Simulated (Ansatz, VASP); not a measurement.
## NaF: VASP beside Ansatz

```
Na F
1.0
     0.00000    2.29717    2.29717
     2.29717    0.00000    2.29717
     2.29717    2.29717    0.00000
Na F
1 1
Direct
  0.00000 0.00000 0.00000
  0.50000 0.50000 0.50000
```

Alike in both runs: task single point; functional PBE-based screened hybrid; k mesh 4 × 4 × 4; no spin polarisation.

```csv
,VASP,Ansatz
version,VASP 6.6.1,Ansatz 0.2.0
potentials or method,"VASP PAW PBE potentials, release 64 (Na_pv, F)",plane waves
plane-wave cutoff (eV),520,420
occupations,"gaussian, width 0.01 eV",fixed
valence electrons in the cell,14,16
```

```tsv
	VASP	Ansatz	Ansatz less VASP
gap on the k mesh at the Fermi level (eV)	9.26	9.31	+0.050
pressure (GPa)	0.1	-0.3	-0.35
```

VASP's potentials were made for PBE, not for PBE-based screened hybrid. VASP's potentials hold 14 valence electrons a cell and Ansatz's 16, so a difference there can come from the potentials and not from the codes. Ansatz's warnings: stress exchange threshold loose, stress scf threshold loose.

The k mesh is coarse, so the values compare programs but aren't converged.
